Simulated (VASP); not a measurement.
C, 2 atoms in the cell. The cell holds a slab with vacuum, 2 atoms: a = 2.638 Å, b = 2.638 Å, c = 26.003 Å, α = 90.00°, β = 90.00°, γ = 120.00°.  This cell differs from its parent crystal: biaxial strain +0.070, then relaxed in part.

- Program: VASP 6.6.1
- Task: single point
- Functional: PBE
- Dispersion: D3(BJ)
- Potentials or basis: VASP PAW PBE potentials, release 64 (C)
- Cutoff: 520 eV
- k mesh: 18 × 18 × 1
- Occupations: gaussian, width 0.1 eV
- Spin: no spin polarisation
- Dipole correction: yes
- Further INCAR settings: ALGO = Normal; EDIFF = 1e-07; NBANDS = 11

Potentials or basis: VASP PAW PBE potentials, release 64 (C).

Launch:

```bash
$ cat potpaw_PBE.64/C/POTCAR > POTCAR
$ mpirun -np 1 vasp_std > vasp.out
```

Hardware: 1 thread of Intel(R) Xeon(R) 6975P-C (Granite Rapids), on a shared host.

**Question.** How long does it take, and how much memory?

**Answer.** Run time: 41 s on 1 thread of Intel(R) Xeon(R) 6975P-C (Granite Rapids), with other jobs on the host, peak memory 0.27 GiB. Counts: scf iterations 21, k points 37.
